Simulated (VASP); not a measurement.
Wanted: the native input for a VASP 6.6.1 run.

| Quantity | Value |
| --- | --- |
| Task | single point |
| Functional | PBE |
| Potentials or basis | VASP PAW PBE potentials, release 64 (Ca_sv, Se) |
| Cutoff | 520 eV |
| k mesh | 12 × 12 × 4 |
| Occupations | fermi-dirac, width 0.02 eV |
| Spin | no spin polarisation |
| Dipole correction | no |
| Further INCAR settings | ALGO = Normal; EDIFF = 1e-06; NBANDS = 24 |

The structure of CaSe lies in POSCAR:

```
CaSe
1.0
    4.2791832318      0.0000000000      0.0000000000
   -2.1395916159      3.7058813862      0.0000000000
    0.0000000000      0.0000000000      7.0776715278
Ca Se
2 2
Direct
    0.0000000000      0.0000000000      0.0000000000
    0.0000000000      0.0000000000      0.5000000000
    0.3333333333      0.6666666667      0.2500000000
    0.6666666667      0.3333333333      0.7500000000
```

This cell differs from its parent crystal: epitaxial xy strain +3.6%.

These files were run (other wordings do the same):

INCAR

```
PREC = Accurate
ENCUT = 520
EDIFF = 1E-6
ISMEAR = -1
SIGMA = 0.02
LREAL = False
LASPH = True
NELM = 100
ALGO = Normal
ISIF = 2
LWAVE = False
LCHARG = True
GGA = PE
LELF = True
LVHAR = True
NBANDS = 24
```

KPOINTS

```
regular mesh
0
Gamma
  12 12 4
```

Potentials or basis: VASP PAW PBE potentials, release 64 (Ca_sv, Se).

Run with:

```sh
$ cat potpaw_PBE.64/Ca_sv/POTCAR potpaw_PBE.64/Se/POTCAR > POTCAR
$ mpirun -np 1 vasp_std > vasp.out
```

It gave:

```
Pressure               : -1.7 GPa
Band gap on the k mesh : 2.30 eV (least direct gap 2.58 eV)
```

Caveat: the cell differs from its parent crystal (epitaxial xy strain +3.6%).

Wall time 3.8 min on 1 thread of AMD EPYC 7R13 (shared host), peak memory 0.28 GiB.
